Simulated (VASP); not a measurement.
Input of a VASP 6.6.1 run:

The input INCAR:

```
PREC     = Accurate       # precision mode
ENCUT    = 520            # plane-wave cutoff, eV
EDIFF    = 1E-7           # SCF threshold, eV
ISMEAR   = -1             # smearing method
SIGMA    = 0.05           # smearing width, eV
LREAL    = False          # projectors in reciprocal space
LASPH    = True           # aspherical terms in the spheres
NELM     = 60             # most SCF steps
ALGO     = Fast           # electronic algorithm
ISIF     = 2              # what is computed and relaxed
LWAVE    = False          # write WAVECAR
LCHARG   = False          # write CHGCAR
GGA      = PE             # functional
NBANDS   = 19             # bands
```

The input KPOINTS:

```
Automatic mesh
0
Gamma
  9 5 9
```

File POSCAR:

```
Hg
1.0
    3.4133030269      0.0000000000      0.0000000000
    0.0000000000      5.4991271400      0.0000000000
   -1.6998547957      0.0000000000      3.0241256614
Hg
2
Direct
    0.3405220000      0.7492390000      0.2034510000
    0.6298370000      0.2447830000      0.7957020000
```

Potentials or basis: VASP PAW PBE potentials, release 64 (Hg).

The run is started by

```console
$ cat potpaw_PBE.64/Hg/POTCAR > POTCAR
$ mpirun -np 1 vasp_std > vasp.out
```

Predict the band gap on the k mesh.

zero (band 12 reaches 1.24 eV, above the bottom of band 13 at 0.68 eV).

Estimate the largest force.

0.042 eV/Å.

Stress tensor (GPa, compression positive):
```
 0.72  0.00 -0.04
 0.00  1.24  0.04
-0.04  0.04  1.03
```

Caveat: the cell differs from its parent crystal (atoms moved at random); spin-orbit coupling is left out, which moves the levels of the heavy elements.
